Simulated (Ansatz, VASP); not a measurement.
# Sb: VASP beside Ansatz

INCAR

```
  ALGO = Normal
  EDIFF = 1E-6
  ENCUT = 520
  GGA = PE
  ISIF = 2
  ISMEAR = 1
  LASPH = T
  LCHARG = T
  LELF = T
  LREAL = F
  LVHAR = T
  LWAVE = F
  NBANDS = 12
  NELM = 60
  PREC = Accurate
  SIGMA = 0.03
```

KPOINTS

```
k-points
0
Gamma
  9 9 9
```

File POSCAR:

```
Sb
1.0
    2.1879029667      1.2631863668      3.8431731385
   -2.1879029667      1.2631863668      3.8431731385
    0.0000000000     -2.5263727336      3.8431731385
Sb
2
Direct
    0.2326795448      0.2326795448      0.2326795448
    0.7673204552      0.7673204552      0.7673204552
```

Input for Ansatz:

```yaml
crystal:
  lattice:
    - [2.1879029667, 1.2631863668, 3.8431731385]
    - [-2.1879029667, 1.2631863668, 3.8431731385]
    - [0.0, -2.5263727336, 3.8431731385]
  atoms:
    - { symbol: Sb, position: [0.2326795448, 0.2326795448, 0.2326795448] }
    - { symbol: Sb, position: [0.7673204552, 0.7673204552, 0.7673204552] }
hamiltonian:
  xc: pbe
  pseudopotentials:
    kind: paw
    azcp:
      Sb: "pseudopotentials/Sb.paw.azcp"
basis:
  ecutwfc: 420
  fft_grid_basis: typed
kpoints:
  mp_grid: { grid: [9, 9, 9], shift: [0, 0, 0] }
magnetization:
  spin_polarized: false
scf:
  occupations: { method: methfessel_paxton, width: 0.03 }
  lower_state_search: "off"
output:
  stress: true
```

Alike in both runs: task single point; functional PBE; k mesh 9 × 9 × 9; occupations methfessel-paxton of order 1, width 0.03 eV; no spin polarisation.

|  | VASP | Ansatz |
| --- | --- | --- |
| version | VASP 6.6.1 | Ansatz 0.2.0 |
| potentials or method | VASP PAW PBE potentials, release 64 (Sb), cutoff 520 eV | plane waves (420 eV) with PAW, scalar-relativistic |
| valence electrons in the cell | 10 | 30 |

Ansatz gave:

```
pressure (GPa)                                                : 0.0
traceless stress, the component that is largest in VASP (GPa) : -0.04
```

Estimate VASP's values.

pressure (GPa): 0.1; traceless stress, the component that is largest in VASP (GPa): -0.06.

VASP's potentials hold 10 valence electrons a cell and Ansatz's 30, so a difference there can come from the potentials and not from the codes.

Neither program's run includes spin-orbit coupling.
